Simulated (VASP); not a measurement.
# SrO in VASP: further runs

The runs below take SrO through relaxation of shape and atoms at fixed volume, single point, with PBEsol.

All numbers are computed with VASP 6.6.1; they aren't measurements. Logs are shortened: lines on timing, memory, paths and dates and some standing lists are left out, and cuts for length are marked.

### Step 1. The cell of the first run

The structure is hexagonal, space group P-6m2 (No. 187). The conventional cell has a = 3.501 Å, b = 3.501 Å, c = 3.179 Å, α = 90.00°, β = 90.00°, γ = 120.00°. Within 3.4 Å of Sr (site symmetry -6m2) lie 6 O at 2.57 Å and 2 Sr at 3.18 Å. Within 3.4 Å of O (site symmetry -6m2) lie 6 Sr at 2.57 Å and 2 O at 3.18 Å.

### Step 2. Relaxation of shape and atoms at fixed volume, PBEsol (volume scaled by 1.020)

File INCAR:

```
SYSTEM = SrO
PREC = Accurate
ENCUT = 600
EDIFF = 1E-7
ISMEAR = 0
SIGMA = 0.05
LREAL = .FALSE.
LASPH = .TRUE.
NELM = 100
ALGO = Normal
ISIF = 4
LWAVE = .FALSE.
LCHARG = .FALSE.
GGA = PS
IBRION = 2
NSW = 60
EDIFFG = -0.01
```

File KPOINTS:

```
regular mesh
0
G
  10 10 10
  0 0 0
```

File POSCAR:

```
SrO
1.0
    3.5010715013      0.0000000000      0.0000000000
   -1.7505357506      3.0320168606      0.0000000000
    0.0000000000      0.0000000000      3.1789246912
Sr O
1 1
Direct
    0.0000000000      0.0000000000      0.0000000000
    0.6666666667      0.3333333333      0.5000000000
```

Potentials or basis: VASP PAW PBE potentials, release 64 (Sr_sv, O).

Launch:

```bash
$ cat potpaw_PBE.64/Sr_sv/POTCAR potpaw_PBE.64/O/POTCAR > POTCAR
$ mpirun -np 1 vasp_std > vasp.out
```

OUTCAR:

```text
SYSTEM = SrO
   PREC = Accurate
   ENCUT = 600
   EDIFF = 1E-7
   ISMEAR = 0
   LREAL = .FALSE.
   LASPH = .TRUE.
   NELM = 100
   ISIF = 4
   GGA = PS
   IBRION = 2
   NSW = 60
   EDIFFG = -0.01

 ion  position               nearest neighbor table
   1  0.000  0.000  0.000-   2 2.57   2 2.57   2 2.57   2 2.57   2 2.57   2 2.57
   2  0.667  0.333  0.500-   1 2.57   1 2.57   1 2.57   1 2.57   1 2.57   1 2.57

  LATTYP: Found a hexagonal cell.
 ALAT       =     3.5010715013
 C/A-ratio  =     0.9079862237

  Lattice vectors:

 A1 = (   3.5010715013,   0.0000000000,   0.0000000000)
 A2 = (  -1.7505357506,   3.0320168606,   0.0000000000)
 A3 = (   0.0000000000,   0.0000000000,   3.1789246912)

Analysis of symmetry for initial positions (statically):
=====================================================================
 Subroutine PRICEL returns:
 Original cell was already a primitive cell.

 Routine SETGRP: Setting up the symmetry group for a
 hexagonal supercell.

 Subroutine GETGRP returns: Found 12 space group operations
 (whereof 12 operations were pure point group operations)
 out of a pool of 24 trial point group operations.

The static configuration has the point symmetry D_3h.

Analysis of symmetry for dynamics (positions and initial velocities):
=====================================================================
 Subroutine PRICEL returns:
 Original cell was already a primitive cell.

 Routine SETGRP: Setting up the symmetry group for a
 hexagonal supercell.

 Subroutine GETGRP returns: Found 12 space group operations
 (whereof 12 operations were pure point group operations)
 out of a pool of 24 trial point group operations.

The dynamic configuration has the point symmetry D_3h.

 Subroutine INISYM returns: Found 12 space group operations
 (whereof 12 operations are pure point group operations),
 and found     1 'primitive' translations

----------------------------------------------------------------------------------------

                                     Primitive cell

  volume of cell :      33.7453

  direct lattice vectors                    reciprocal lattice vectors
     3.501071501  0.000000000  0.000000000     0.285626843  0.164906735  0.000000000
    -1.750535751  3.032016861  0.000000000     0.000000000  0.329813469  0.000000000
     0.000000000  0.000000000  3.178924691     0.000000000  0.000000000  0.314571780

  length of vectors
     3.501071501  3.501071501  3.178924691     0.329813469  0.329813469  0.314571780

  position of ions in fractional coordinates (direct lattice)
     0.000000000  0.000000000  0.000000000
     0.666666667  0.333333333  0.500000000

  ion indices of the primitive-cell ions
   primitive index   ion index
                 1           1
                 2           2

----------------------------------------------------------------------------------------

 KPOINTS: regular mesh

Automatic generation of k-mesh.
 Grid dimensions read from file:
 generate k-points for:   10   10   10

 Generating k-lattice:

  Cartesian coordinates                     Fractional coordinates (reciprocal lattice)
     0.028562684  0.016490673  0.000000000     0.100000000 -0.000000000  0.000000000
     0.000000000  0.032981347  0.000000000     0.000000000  0.100000000  0.000000000
     0.000000000  0.000000000  0.031457178     0.000000000  0.000000000  0.100000000

  Length of vectors
     0.032981347  0.032981347  0.031457178

  Shift w.r.t. Gamma in fractional coordinates (k-lattice)
     0.000000000  0.000000000  0.000000000

 Subroutine IBZKPT returns following result:
[... 59 lines left out ...]
   PSTRESS=    0.0 pullay stress
   NELECT =      16.0000    total number of electrons
   NUPDOWN=      -1.0000    fix difference up-down
   EMIN   =  10.00;   EMAX   =-10.00  energy-range for DOS
   EFERMI =   0.00;   METHOD = LEGACY
   ISMEAR =     0;   SIGMA  =   0.05  broadening in eV -4-tet -1-fermi 0-gaus
   EFERMI_NEDOS =   21; number of points for ismear=-14 and -15
   IALGO  =     38    algorithm
   IMIX   =      4    mixing-type and parameters
     AMIX     =   0.40;   BMIX     =  1.00
     AMIX_MAG =   1.60;   BMIX_MAG =  1.00
  volume/ion in A,a.u.               =      16.87       113.86
  Fermi-wavevector in a.u.,A,eV,Ry     =   1.276568  2.412363 22.172398  1.629625
  Thomas-Fermi vector in A             =   2.409217
   LORBIT       =      0    0 simple, 1 ext, 2 COOP (PROOUT), +10 PAW based schemes
   GGA     = PS    functional components
   LHFCALC =     F    Hartree Fock is set to
   AEXX    =    0.0000 exact exchange contribution
   IVDW    =     0    specifies the selected vdW correction
   LEPSILON=     F    determine dielectric tensor
   LRPA    =     F    only Hartree local field effects (RPA)
 conjugate gradient relaxation of ions
 non-spin polarized calculation
 Gauss-broadening in eV      SIGMA  =   0.05
  energy-cutoff  :      600.00
  volume of cell :       33.75
 maximum number of plane-waves:      1142
 NGX is ok and might be reduce to    28
   NGX = 13   NGY = 13   NGZ = 13

--------------------------------------- Ionic step        1  -------------------------------------------

 number of electron      15.9999997 magnetization

 Free energy of the ion-electron system (eV)
  ---------------------------------------------------
  ext. energy  EPLUGINS =         0.00000000
  ---------------------------------------------------
  free energy    TOTEN  =       -12.24481031 eV

  energy without entropy =      -12.24481031  energy(sigma->0) =      -12.24481031

------------------------ aborting loop because EDIFF is reached ----------------------------------------

  FORCE on cell =-STRESS in cart. coord.  units (eV):
  Direction    XX          YY          ZZ          XY          YZ          ZX
  --------------------------------------------------------------------------------------
  -------------------------------------------------------------------------------------
  Total       -0.2164929     -0.2164929     -0.2620530     -0.0000000      0.0000000      0.0000000
  in kB      -10.2787751    -10.2787751    -12.4419065     -0.0000000      0.0000000      0.0000000
  external PRESSURE =     -10.9998189 kB  Pullay stress =       0.0000000 kB

 VOLUME and BASIS-vectors are now :
 -----------------------------------------------------------------------------
  energy-cutoff  :      600.00
  volume of cell :       33.75
      direct lattice vectors                 reciprocal lattice vectors
     3.501071501  0.000000000  0.000000000     0.285626843  0.164906735  0.000000000
    -1.750535751  3.032016861  0.000000000     0.000000000  0.329813469  0.000000000
     0.000000000  0.000000000  3.178924691     0.000000000  0.000000000  0.314571780

 POSITION                                       TOTAL-FORCE (eV/Angst)
 -----------------------------------------------------------------------------------
      0.00000      0.00000      0.00000        -0.000000      0.000000      0.000000
      1.75054      1.01067      1.58946         0.000000     -0.000000      0.000000
 -----------------------------------------------------------------------------------
    total drift:                               -0.000001      0.000000      0.000000

  FREE ENERGIE OF THE ION-ELECTRON SYSTEM (eV)
  ---------------------------------------------------
  free  energy   TOTEN  =       -12.2448103079 eV

  energy  without entropy=      -12.2448103079  energy(sigma->0) =      -12.24481031

--------------------------------------- Ionic step        2  -------------------------------------------

 number of electron      15.9999997 magnetization

 Free energy of the ion-electron system (eV)
  ---------------------------------------------------
  ext. energy  EPLUGINS =         0.00000000
  ---------------------------------------------------
  free energy    TOTEN  =       -12.24482422 eV

  energy without entropy =      -12.24482422  energy(sigma->0) =      -12.24482422

 E-fermi :   2.2165     XC(G=0): -10.2942

 val. band max:        2.0190006281   @ k =   0.0000   0.0000   0.0000
 cond. band min:       4.7629628750   @ k =   0.0000   0.0000   0.0000
 fundamental gap:      2.7439622469
 Fermi energy:         2.2165459412

 k-point     1 :       0.0000    0.0000    0.0000
  band No.  band energies     occupation
      1     -31.0144      2.00000
      2     -13.3723      2.00000
      3     -12.6348      2.00000
      4     -12.6348      2.00000
      5     -12.3908      2.00000
      6       1.1394      2.00000
      7       1.1394      2.00000
      8       2.0190      2.00000
      9       4.7630      0.00000
     10       5.9065      0.00000
     11       9.7411      0.00000
     12       9.7411      0.00000
[... 331 lines left out ...]
 k-point    24 :       0.4000    0.1000    0.1000
  band No.  band energies     occupation
      1     -30.8572      2.00000
      2     -14.8652      2.00000
      3     -12.9929      2.00000
      4     -12.4107      2.00000
      5     -11.5480      2.00000
      6      -0.0467      2.00000
      7       1.2840      2.00000
      8       1.4170      2.00000
      9       5.8787      0.00000
     10       8.7677      0.00000
     11      10.0849      0.00000
     12      11.2065      0.00000

 [... further k-points ...]

------------------------ aborting loop because EDIFF is reached ----------------------------------------

  FORCE on cell =-STRESS in cart. coord.  units (eV):
  Direction    XX          YY          ZZ          XY          YZ          ZX
  --------------------------------------------------------------------------------------
  -------------------------------------------------------------------------------------
  Total       -0.2313022     -0.2313022     -0.2239467     -0.0000000      0.0000000      0.0000000
  in kB      -10.9819022    -10.9819022    -10.6326726     -0.0000000      0.0000000      0.0000000
  external PRESSURE =     -10.8654923 kB  Pullay stress =       0.0000000 kB

 VOLUME and BASIS-vectors are now :
 -----------------------------------------------------------------------------
  energy-cutoff  :      600.00
  volume of cell :       33.75
      direct lattice vectors                 reciprocal lattice vectors
     3.502354497 -0.000000000  0.000000000     0.285522211  0.164846325  0.000000000
    -1.751177249  3.033127968 -0.000000000     0.000000000  0.329692651 -0.000000000
    -0.000000000  0.000000000  3.176596086    -0.000000000  0.000000000  0.314802377

 POSITION                                       TOTAL-FORCE (eV/Angst)
 -----------------------------------------------------------------------------------
     -0.00000      0.00000     -0.00000        -0.000000      0.000000      0.000000
      1.75118      1.01104      1.58830         0.000000     -0.000000     -0.000000
 -----------------------------------------------------------------------------------
    total drift:                               -0.000001      0.000000      0.000000

  FREE ENERGIE OF THE ION-ELECTRON SYSTEM (eV)
  ---------------------------------------------------
  free  energy   TOTEN  =       -12.2448242170 eV

  energy  without entropy=      -12.2448242170  energy(sigma->0) =      -12.24482422

 reached required accuracy - stopping structural energy minimisation
```

Wall time 40 s (1 thread of Intel Xeon 6975P-C, shared host); peak memory 0.19 GiB.

What came out:

```yaml
Free_energy: -12.2448 eV
Energy_gained_by_relaxing: 0.0 meV/atom
Ionic_steps: 2
Pressure_after_relaxing: -1.1 GPa
Band_gap_on_the_k_mesh: 2.74 eV, direct
```

Final structure:
```
CELL_PARAMETERS angstrom
3.50235 0.00000 0.00000
-1.75118 3.03313 0.00000
0.00000 0.00000 3.17660
ATOMIC_POSITIONS crystal
Sr 0.00000 0.00000 0.00000
O 0.66667 0.33333 0.50000
```

Levels at points of the mesh, in eV from the valence-band top:
| k point | band 5 | band 6 | band 7 | band 8 | band 9 | band 10 | band 11 | band 12 |
| --- | --- | --- | --- | --- | --- | --- | --- | --- |
| (0.00, 0.00, 0.00) | -14.41 | -0.88 | -0.88 | 0.00 | 2.74 | 3.89 | 7.72 | 7.72 |
| (0.50, 0.00, 0.00) | -13.61 | -2.20 | -0.67 | -0.42 | 3.39 | 6.71 | 9.16 | 9.46 |
| (0.00, 0.00, 0.50) | -13.22 | -2.64 | -0.69 | -0.69 | 6.03 | 6.47 | 6.47 | 7.77 |
| (0.50, 0.00, 0.50) | -14.69 | -1.72 | -1.39 | -1.37 | 5.11 | 6.23 | 9.45 | 10.80 |

Caveat: the cell differs from its parent crystal (volume scaled by 1.020); the PAW data sets were made with another functional, which shifts forces and pressure a little. A k mesh can miss the band edges.

### Step 3. Relaxation of shape and atoms at fixed volume, PBEsol (volume scaled by 1.040)

File INCAR:

```
ALGO = Normal
EDIFF = 1E-6
EDIFFG = -0.01
ENCUT = 600
GGA = PS
IBRION = 2
ISIF = 4
ISMEAR = 0
LASPH = True
LCHARG = False
LREAL = False
LWAVE = False
NELM = 60
NSW = 60
PREC = Accurate
SIGMA = 0.05
```

File KPOINTS:

```
k-points
0
Gamma
  10 10 10
```

File POSCAR:

```
SrO
1.0
    3.5255553307      0.0000000000      0.0000000000
   -1.7627776653      3.0532204788      0.0000000000
    0.0000000000      0.0000000000      3.1963939343
Sr O
1 1
Direct
    0.0000000000      0.0000000000      0.0000000000
    0.6666666667      0.3333333333      0.5000000000
```

Potentials or basis: VASP PAW PBE potentials, release 64 (Sr_sv, O).

Launch:

```bash
$ cat potpaw_PBE.64/Sr_sv/POTCAR potpaw_PBE.64/O/POTCAR > POTCAR
$ mpirun -np 1 vasp_std > vasp.out
```

Wall time 37 s (1 thread of Intel Xeon 6975P-C, shared host); peak memory 0.19 GiB.

Results (log left out):

```yaml
Free_energy: -12.2378 eV
Energy_gained_by_relaxing: 0.0 meV/atom
Ionic_steps: 2
Pressure_after_relaxing: -2.6 GPa
Band_gap_on_the_k_mesh: 2.69 eV, direct
```

Final structure:
```yaml
crystal:
  lattice:
    - [3.52681, 0.00000, 0.00000]
    - [-1.76340, 3.05431, 0.00000]
    - [0.00000, 0.00000, 3.19412]
  atoms:
    - { symbol: Sr, position: [0.00000, 0.00000, 0.00000] }
    - { symbol: O, position: [0.66667, 0.33333, 0.50000] }
```

Levels at points of the mesh, in eV from the valence-band top:
| k point | band 4 | band 5 | band 6 | band 7 | band 8 | band 9 | band 10 | band 11 | band 12 |
| --- | --- | --- | --- | --- | --- | --- | --- | --- | --- |
| (0.00, 0.00, 0.00) | -14.73 | -14.48 | -0.85 | -0.85 | 0.00 | 2.69 | 3.83 | 7.63 | 7.63 |
| (0.50, 0.00, 0.00) | -14.33 | -13.66 | -2.17 | -0.63 | -0.42 | 3.39 | 6.60 | 8.97 | 9.35 |
| (0.00, 0.00, 0.50) | -14.55 | -13.30 | -2.60 | -0.67 | -0.67 | 5.95 | 6.42 | 6.42 | 7.68 |
| (0.50, 0.00, 0.50) | -14.76 | -14.73 | -1.69 | -1.37 | -1.33 | 5.04 | 6.14 | 9.31 | 10.65 |

Caveat: the cell differs from its parent crystal (volume scaled by 1.040); the PAW data sets were made with another functional, which shifts forces and pressure a little.

### Step 4. Single point, PBEsol

This run uses another cell than the first one, of 16.54 Å³/atom, 0.980 times its volume.

File INCAR:

```
PREC = Accurate
ENCUT = 520
EDIFF = 1E-6
ISMEAR = 0
SIGMA = 0.05
LREAL = False
LASPH = True
NELM = 80
ALGO = Normal
ISIF = 2
LWAVE = False
LCHARG = False
GGA = PS
NBANDS = 15
```

File KPOINTS:

```
regular mesh
0
Gamma
  10 10 10
```

File POSCAR:

```
SrO
1.0
    3.4780374693      0.0000000000     -0.0173901873
   -1.7390187346      3.0120688037      0.0086950937
   -0.0157900505      0.0000000000      3.1580101075
Sr O
1 1
Direct
    0.0000000000      0.0000000000      0.0000000000
    0.6666666667      0.3333333333      0.5000000000
```

Launch:

```bash
$ cat potpaw_PBE.64/Sr_sv/POTCAR potpaw_PBE.64/O/POTCAR > POTCAR
$ mpirun -np 1 vasp_std > vasp.out
```

It took 74 s on 1 thread of Intel Xeon 6975P-C, shared host; peak memory 0.26 GiB.

It converged, with:

```
Free energy            : -12.2435 eV
Pressure               : 0.7 GPa
Band gap on the k mesh : 2.79 eV, direct
```

Stress tensor (GPa, compression positive):
```
0.67 0.00 0.14
0.00 0.67 0.00
0.14 0.00 0.82
```

Levels at points of the mesh, in eV from the valence-band top:
```tsv
k point	band 5	band 6	band 7	band 8	band 9	band 10	band 11	band 12
(0.00, 0.00, 0.00)	-14.34	-0.91	-0.91	0.00	2.79	3.95	7.81	7.81
(0.50, 0.00, 0.00)	-13.55	-2.23	-0.70	-0.42	3.38	6.81	9.35	9.57
(0.00, 0.50, 0.00)	-13.55	-2.23	-0.70	-0.42	3.39	6.81	9.34	9.57
(0.00, 0.00, 0.50)	-13.14	-2.68	-0.72	-0.72	6.11	6.51	6.51	7.85
(0.50, 0.00, 0.50)	-14.62	-1.75	-1.42	-1.41	5.17	6.32	9.59	10.96
(0.00, 0.50, 0.50)	-14.61	-1.75	-1.41	-1.41	5.17	6.32	9.59	10.96
```

Caveat: the PAW data sets were made with another functional, which shifts forces and pressure a little. A k mesh can miss the band edges.

### Step 5. Single point, PBEsol (atom 2 (O) moved 0.02 Å along x)

File INCAR:

```
SYSTEM = SrO
PREC = Accurate ; ENCUT = 520
EDIFF = 1E-7 ; ISMEAR = 0
SIGMA = 0.05 ; LREAL = .FALSE.
LASPH = .TRUE. ; NELM = 60
ALGO = Normal ; ISIF = 2
LWAVE = .FALSE. ; LCHARG = .FALSE.
GGA = PS ; NBANDS = 15
```

File KPOINTS:

```
Automatic mesh
0
G
  10 10 10
  0 0 0
```

File POSCAR:

```
SrO
1.0
    3.4780374693      0.0000000000      0.0000000000
   -1.7390187346      3.0120688037      0.0000000000
    0.0000000000      0.0000000000      3.1580101075
Sr O
1 1
Direct
    0.0000000000      0.0000000000      0.0000000000
    0.6724170360      0.3333333333      0.5000000000
```

Launch:

```bash
$ cat potpaw_PBE.64/Sr_sv/POTCAR potpaw_PBE.64/O/POTCAR > POTCAR
$ mpirun -np 1 vasp_std > vasp.out
```

It took 97 s on 1 thread of Intel Xeon 6975P-C, shared host; peak memory 0.28 GiB.

It converged, with:

* Free energy: -12.2430 eV
* Pressure: 0.7 GPa
* Largest force: 0.065 eV/Å
* Band gap on the k mesh: 2.79 eV, direct

Forces on the atoms (eV/Å):
```
Sr   0.065 -0.001  0.000
O   -0.065  0.001  0.000
```

Stress tensor (GPa, compression positive):
```
 0.68 -0.13  0.00
-0.13  0.68  0.00
 0.00  0.00  0.84
```

Levels at points of the mesh, in eV from the valence-band top:
```tsv
k point	band 4	band 5	band 6	band 7	band 8	band 9	band 10	band 11	band 12	band 13
(0.00, 0.00, 0.00)	-14.58	-14.34	-0.92	-0.90	0.00	2.79	3.95	7.76	7.86	10.62
(0.50, 0.00, 0.00)	-14.16	-13.58	-2.22	-0.68	-0.42	3.40	6.82	9.35	9.51	9.84
(0.00, 0.50, 0.00)	-14.16	-13.55	-2.23	-0.70	-0.42	3.39	6.81	9.35	9.56	9.85
(0.50, 0.50, 0.00)	-14.16	-13.52	-2.24	-0.72	-0.42	3.37	6.81	9.36	9.62	9.85
(0.00, 0.00, 0.50)	-14.39	-13.14	-2.68	-0.75	-0.69	6.10	6.51	6.53	7.77	7.92
(0.50, 0.00, 0.50)	-14.68	-14.62	-1.77	-1.44	-1.43	5.21	6.30	9.63	10.95	12.16
(0.00, 0.50, 0.50)	-14.73	-14.62	-1.74	-1.42	-1.41	5.17	6.32	9.59	10.96	12.16
(0.50, 0.50, 0.50)	-14.79	-14.62	-1.72	-1.40	-1.38	5.13	6.33	9.55	10.96	12.15
```

Caveat: the cell differs from its parent crystal (atom 2 (O) moved 0.02 Å along x); the PAW data sets were made with another functional, which shifts forces and pressure a little. A k mesh can miss the band edges.

### Step 6. The runs side by side

| task | cell | cutoff (eV) | gap on the mesh (eV) | pressure (GPa) |
| --- | --- | --- | --- | --- |
| relaxation of shape and atoms at fixed volume | relaxed from a = 3.501, b = 3.501, c = 3.179 Å, angles 90.0, 90.0, 120.0°, 2 atoms | 600 | 2.74 | -1.1 |
| relaxation of shape and atoms at fixed volume | relaxed from a = 3.526, b = 3.526, c = 3.196 Å, angles 90.0, 90.0, 120.0°, 2 atoms | 600 | 2.69 | -2.6 |
| single point | a = 3.478, b = 3.478, c = 3.158 Å, angles 89.7, 90.6, 120.0°, 2 atoms | 520 | 2.79 | 0.7 |
| single point | a = 3.478, b = 3.478, c = 3.158 Å, angles 90.0, 90.0, 120.0°, 2 atoms | 520 | 2.79 | 0.7 |

Alike in all rows: level PBEsol; potentials or basis VASP PAW PBE potentials, release 64 (Sr_sv, O); no spin polarisation; k mesh 10 × 10 × 10; smearing gaussian 0.05 eV.

Caveats: the PAW data sets were made with another functional, which shifts forces and pressure a little.

Total energies depend on the potentials used, so only differences within one code and one set of settings carry meaning.
